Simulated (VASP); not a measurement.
# Al (Fm-3m) in VASP: a series of runs

Al is run at these levels: PBE+D3(BJ); tasks: relaxation of cell and atoms, single point.

Program: VASP 6.6.1. These are calculated values, not measurements. Logs are shortened: lines on timing, memory, paths and dates and some standing lists are left out, and cuts for length are marked.

## 1. The cell of the first run

It takes space group Fm-3m (No. 225, cubic). The conventional cell has a = 4.048 Å, b = 4.048 Å, c = 4.048 Å, α = 90.00°, β = 90.00°, γ = 90.00°. Within 3.8 Å of Al (site symmetry m-3m) lie 12 Al at 2.86 Å.

## 2. Relaxation of cell and atoms, PBE+D3(BJ)

Input file INCAR:

```
ALGO = Fast ; EDIFF = 1E-7
EDIFFG = -0.005 ; ENCUT = 600
GGA = PE ; IBRION = 2
ISIF = 3 ; ISMEAR = 0
IVDW = 12 ; LASPH = T
LCHARG = F ; LREAL = F
LWAVE = F ; NELM = 80
NSW = 100 ; PREC = Accurate
SIGMA = 0.1
```

Input file KPOINTS:

```
k-points
0
Gamma
  18 18 18
```

Input file POSCAR:

```
Al
1.0
    0.0000000000      2.0239800000      2.0239800000
    2.0239800000      0.0000000000      2.0239800000
    2.0239800000      2.0239800000      0.0000000000
Al
1
Direct
    0.0000000000      0.0000000000      0.0000000000
```

Potentials or basis: VASP PAW PBE potentials, release 64 (Al).

On the command line:

```sh
$ cat potpaw_PBE.64/Al/POTCAR > POTCAR
$ mpirun -np 1 vasp_std > vasp.out
```

OUTCAR:

```text
EDIFF = 1E-7
   EDIFFG = -0.005
   ENCUT = 600
   GGA = PE
   IBRION = 2
   ISIF = 3
   ISMEAR = 0
   IVDW = 12
   LASPH = T
   LREAL = F
   NELM = 80
   NSW = 100
   PREC = Accurate
 IVDW          = 12

 ion  position               nearest neighbor table
   1  0.000  0.000  0.000-

  LATTYP: Found a face centered cubic cell.
 ALAT       =     4.0479600000

  Lattice vectors:

 A1 = (   0.0000000000,   2.0239800000,   2.0239800000)
 A2 = (   2.0239800000,   0.0000000000,   2.0239800000)
 A3 = (   2.0239800000,   2.0239800000,   0.0000000000)

Analysis of symmetry for initial positions (statically):
=====================================================================
 Subroutine PRICEL returns:
 Original cell was already a primitive cell.

 Routine SETGRP: Setting up the symmetry group for a
 face centered cubic supercell.

 Subroutine GETGRP returns: Found 48 space group operations
 (whereof 48 operations were pure point group operations)
 out of a pool of 48 trial point group operations.

The static configuration has the point symmetry O_h .

Analysis of symmetry for dynamics (positions and initial velocities):
=====================================================================
 Subroutine PRICEL returns:
 Original cell was already a primitive cell.

 Routine SETGRP: Setting up the symmetry group for a
 face centered cubic supercell.

 Subroutine GETGRP returns: Found 48 space group operations
 (whereof 48 operations were pure point group operations)
 out of a pool of 48 trial point group operations.

The dynamic configuration has the point symmetry O_h .

 Subroutine INISYM returns: Found 48 space group operations
 (whereof 48 operations are pure point group operations),
 and found     1 'primitive' translations

----------------------------------------------------------------------------------------

                                     Primitive cell

  volume of cell :      16.5824

  direct lattice vectors                    reciprocal lattice vectors
     0.000000000  2.023980000  2.023980000    -0.247038014  0.247038014  0.247038014
     2.023980000  0.000000000  2.023980000     0.247038014 -0.247038014  0.247038014
     2.023980000  2.023980000  0.000000000     0.247038014  0.247038014 -0.247038014

  length of vectors
     2.862339966  2.862339966  2.862339966     0.427882392  0.427882392  0.427882392

  position of ions in fractional coordinates (direct lattice)
     0.000000000  0.000000000  0.000000000

  ion indices of the primitive-cell ions
   primitive index   ion index
                 1           1

[... 61 lines left out ...]
 SYSTEM =  unknown system
   PREC   = accura    normal or accurate (medium, high low for compatibility)
   ISTART =      0    job   : 0-new  1-cont  2-samecut
   ICHARG =      2    charge: 1-file 2-atom 10-const
   ISPIN  =      1    spin polarized calculation?
   LNONCOLLINEAR =      F non collinear calculations
   LSORBIT =      F    spin-orbit coupling
   LASPH  =      T    aspherical Exc in radial PAW
   ENCUT  =  600.0 eV  44.10 Ry    6.64 a.u.   5.72  5.72  5.72*2*pi/ulx,y,z
   NELM   =     80;   NELMIN=  2; NELMDL= -5     # of ELM steps
   EDIFF  = 0.1E-06   stopping-criterion for ELM
   LREAL  =      F    real-space projection
   EDIFFG = -.5E-02   stopping-criterion for IOM
   NSW    =    100    number of steps for IOM
   IBRION =      2    ionic relax: 0-MD 1-quasi-New 2-CG
   NFREE  =      1    steps in history (QN), initial steepest desc. (CG)
   ISIF   =      3    stress and relaxation
   ISYM   =      2    0-nonsym 1-usesym 2-fastsym
   POTIM  = 0.5000    time-step for ionic-motion
   TEBEG  =    0.0;   TEEND  =   0.0 temperature during run
   PSTRESS=    0.0 pullay stress
   NELECT =       3.0000    total number of electrons
   NUPDOWN=      -1.0000    fix difference up-down
   EMIN   =  10.00;   EMAX   =-10.00  energy-range for DOS
   EFERMI =   0.00;   METHOD = LEGACY
   ISMEAR =     0;   SIGMA  =   0.10  broadening in eV -4-tet -1-fermi 0-gaus
   EFERMI_NEDOS =   21; number of points for ismear=-14 and -15
   IALGO  =     68    algorithm
   IMIX   =      4    mixing-type and parameters
     AMIX     =   0.40;   BMIX     =  1.00
     AMIX_MAG =   1.60;   BMIX_MAG =  1.00
  volume/ion in A,a.u.               =      16.58       111.90
  Fermi-wavevector in a.u.,A,eV,Ry     =   0.925903  1.749704 11.664236  0.857297
  Thomas-Fermi vector in A             =   2.051808
   LORBIT       =      0    0 simple, 1 ext, 2 COOP (PROOUT), +10 PAW based schemes
   GGA     = PE    functional components
   LHFCALC =     F    Hartree Fock is set to
   AEXX    =    0.0000 exact exchange contribution
   IVDW    =    12    specifies the selected vdW correction
   LEPSILON=     F    determine dielectric tensor
   LRPA    =     F    only Hartree local field effects (RPA)
 conjugate gradient relaxation of ions
 non-spin polarized calculation
 RMM-DIIS sequential band-by-band and
 Gauss-broadening in eV      SIGMA  =   0.10
  energy-cutoff  :      600.00
  volume of cell :       16.58
 maximum number of plane-waves:       568
   NGX = 11   NGY = 11   NGZ = 11

--------------------------------------- Ionic step        1  -------------------------------------------

 number of electron       3.0000000 magnetization

 Free energy of the ion-electron system (eV)
  ---------------------------------------------------
  ext. energy  EPLUGINS =         0.00000000
  ---------------------------------------------------
  free energy    TOTEN  =        -3.74449350 eV

  energy without entropy =       -3.74160544  energy(sigma->0) =       -3.74304947

------------------------ aborting loop because EDIFF is reached ----------------------------------------

 Edisp (eV)   -0.33459

 E8    (eV) :    -0.1496
[... 69 lines left out ...]
--------------------------------------- Ionic step        3  -------------------------------------------

 number of electron       3.0000000 magnetization

 Free energy of the ion-electron system (eV)
  ---------------------------------------------------
  ext. energy  EPLUGINS =         0.00000000
  ---------------------------------------------------
  free energy    TOTEN  =        -3.73665047 eV

  energy without entropy =       -3.73371397  energy(sigma->0) =       -3.73518222

 E-fermi :   8.4689     XC(G=0): -10.3591

 val. band max:        8.4679793640   @ k =  -0.4444   0.3333   0.1111
 cond. band min:       8.4938067031   @ k =  -0.2222   0.3889   0.1667
 fundamental gap:      0.0258273392
 Fermi energy:         8.4688881145

 k-point     1 :       0.0000    0.0000    0.0000
  band No.  band energies     occupation
      1      -2.9729      2.00000
      2      21.3432      0.00000
      3      21.3432      0.00000
      4      21.3432      0.00000
      5      23.1795      0.00000
[... 177 lines left out ...]
 k-point    24 :      -0.2222    0.0556    0.0000
  band No.  band energies     occupation
      1      -1.2832      2.00000
      2      12.4145      0.00000
      3      18.0400      0.00000
      4      20.9649      0.00000
      5      22.7630      0.00000

 [... further k-points ...]

------------------------ aborting loop because EDIFF is reached ----------------------------------------

 Edisp (eV)   -0.35230

 E8    (eV) :    -0.1576
[... 24 lines left out ...]
  FREE ENERGIE OF THE ION-ELECTRON SYSTEM (eV)
  ---------------------------------------------------
  free  energy   TOTEN  =        -4.0889541058 eV

  energy  without entropy=       -4.0860176050  energy(sigma->0) =       -4.08748586

 reached required accuracy - stopping structural energy minimisation
```

OSZICAR:

```text
N       E                     dE             d eps       ncg     rms          rms(c)
DAV:   1    -0.144650444471E+01   -0.14465E+01   -0.89540E+02  1995   0.370E+02
DAV:   2    -0.374020472452E+01   -0.22937E+01   -0.21067E+01  2460   0.324E+01
[... 21 lines left out ...]
       N       E                     dE             d eps       ncg     rms          rms(c)
DAV:   1    -0.373667139202E+01   -0.29589E-02   -0.25071E-03  2480   0.325E-01    0.445E-02
RMM:   2    -0.373665952446E+01    0.11868E-04   -0.12553E-05  1950   0.348E-02    0.199E-02
RMM:   3    -0.373665072306E+01    0.88014E-05   -0.35421E-06  1950   0.160E-02    0.518E-03
RMM:   4    -0.373665042673E+01    0.29633E-06   -0.11394E-06  1912   0.874E-03    0.790E-03
RMM:   5    -0.373665047156E+01   -0.44826E-07   -0.71378E-08  1222   0.297E-03
   3 F= -.40889541E+01 E0= -.40874859E+01  d E =-.987298E-02
```

It took 31 s on 1 thread of Intel Xeon Platinum 8259CL at 2.50GHz (Skylake/Cascade Lake), shared host; peak memory 0.16 GiB.

What came out:

| Quantity | Value |
| --- | --- |
| Free energy | -4.0890 eV |
| Relaxed volume | 15.78 Å³/atom |
| Relaxed cell | a = 2.815 Å, b = 2.815 Å, c = 2.815 Å, α = 60.00°, β = 60.00°, γ = 60.00° |
| Space group after relaxing (to 0.05 Å) | Fm-3m (No. 225) |
| Energy gained by relaxing | 9.9 meV/atom |
| Ionic steps | 3 |
| Pressure after relaxing | 0.0 GPa |
| Dispersion energy per atom | -0.352 eV |

Step by step:
```csv
step,energy change (eV),largest force (eV/Å),pressure (GPa),volume (Å³)
1,0.0000,0.0000,-3.77,16.58
2,-0.0096,0.0000,0.64,15.66
3,-0.0099,0.0000,0.01,15.78
```

Final structure:
```
Al
1.0
     0.00000    1.99079    1.99079
     1.99079    0.00000    1.99079
     1.99079    1.99079    0.00000
Al
1
Direct
  0.00000 0.00000 0.00000
```

Caveat: pairwise dispersion overbinds metals, which lowers pressure and volume.

## 3. Single point, PBE+D3(BJ)

This run uses another cell than the first one, of 15.79 Å³/atom, 0.952 times its volume.

Input file INCAR:

```
SYSTEM = Al
PREC = Accurate
ENCUT = 520
EDIFF = 1E-6
ISMEAR = 0
SIGMA = 0.1
LREAL = .FALSE.
LASPH = .TRUE.
NELM = 100
ALGO = Fast
ISIF = 2
LWAVE = .FALSE.
LCHARG = .FALSE.
GGA = PE
IVDW = 12
NBANDS = 8
```

Input file KPOINTS:

```
regular mesh
0
G
  18 18 18
  0 0 0
```

Input file POSCAR:

```
Al
1.0
    0.0000000000      1.9913628297      1.9913628297
    1.9913628297      0.0000000000      1.9913628297
    1.9913628297      1.9913628297      0.0000000000
Al
1
Direct
    0.0000000000      0.0000000000      0.0000000000
```

Potentials or basis: VASP PAW PBE potentials, release 64 (Al).

On the command line:

```sh
$ cat potpaw_PBE.64/Al/POTCAR > POTCAR
$ mpirun -np 1 vasp_std > vasp.out
```

Wall time 13 s (1 thread of AMD EPYC 9R45 (Zen 5), shared host); peak memory 0.12 GiB.

The run converged. Its results:

```
Free energy                : -4.0888 eV
Pressure                   : -0.1 GPa
Dispersion energy per atom : -0.352 eV
```

Levels at points of the mesh, in eV from the Fermi level:
| k point | band 1 | band 2 | band 3 | band 4 | band 5 | band 6 |
| --- | --- | --- | --- | --- | --- | --- |
| (0.00, 0.00, 0.00) | -11.44 | 12.87 | 12.87 | 12.87 | 14.70 | 14.70 |
| (0.50, 0.00, 0.00) | -4.76 | -4.43 | 11.67 | 11.67 | 11.89 | 11.89 |
| (0.50, 0.50, 0.00) | -3.02 | -1.61 | 5.27 | 5.81 | 5.81 | 9.50 |

Caveat: pairwise dispersion overbinds metals, which lowers pressure and volume.

## 4. Relaxation of cell and atoms, PBE+D3(BJ)

Input file INCAR:

```
ALGO = Fast ; EDIFF = 1E-7
EDIFFG = -0.005 ; ENCUT = 600
GGA = PE ; IBRION = 2
ISIF = 3 ; ISMEAR = 0
IVDW = 12 ; LASPH = T
LCHARG = F ; LREAL = F
LWAVE = F ; NELM = 80
NSW = 100 ; PREC = Accurate
SIGMA = 0.1
```

Input file KPOINTS:

```
k-points
0
Gamma
  18 18 18
```

Input file POSCAR:

```
Al
1.0
    0.0000000000      2.0239800000      2.0239800000
    2.0239800000      0.0000000000      2.0239800000
    2.0239800000      2.0239800000      0.0000000000
Al
1
Direct
    0.0000000000      0.0000000000      0.0000000000
```

On the command line:

```sh
$ cat potpaw_PBE.64/Al/POTCAR > POTCAR
$ mpirun -np 1 vasp_std > vasp.out
```

Run time: 24 s. Hardware: 1 thread of AMD EPYC 9R45 (Zen 5), shared host; peak memory 0.13 GiB.

It converged, with:

- Free energy: -4.0890 eV
- Relaxed volume: 15.78 Å³/atom
- Relaxed cell: a = 2.815 Å, b = 2.815 Å, c = 2.815 Å, α = 60.00°, β = 60.00°, γ = 60.00°
- Space group after relaxing (to 0.05 Å): Fm-3m (No. 225)
- Energy gained by relaxing: 9.9 meV/atom
- Ionic steps: 3
- Pressure after relaxing: 0.0 GPa
- Dispersion energy per atom: -0.352 eV

Step by step:
```tsv
step	energy change (eV)	largest force (eV/Å)	pressure (GPa)	volume (Å³)
1	0.0000	0.0000	-3.77	16.58
2	-0.0096	0.0000	0.64	15.66
3	-0.0099	0.0000	0.01	15.78
```

Final structure:
```xyz
1
Lattice="0.0000 1.9908 1.9908 1.9908 0.0000 1.9908 1.9908 1.9908 0.0000" Properties=species:S:1:pos:R:3 pbc="T T T"
Al    0.0000    0.0000    0.0000
```

Levels at points of the mesh, in eV from the Fermi level:
| k point | band 1 | band 2 | band 3 | band 4 |
| --- | --- | --- | --- | --- |
| (0.00, 0.00, 0.00) | -11.44 | 12.87 | 12.87 | 12.87 |
| (0.50, 0.00, 0.00) | -4.77 | -4.44 | 11.67 | 11.67 |
| (0.50, 0.50, 0.00) | -3.03 | -1.61 | 5.27 | 5.81 |

Caveat: pairwise dispersion overbinds metals, which lowers pressure and volume.
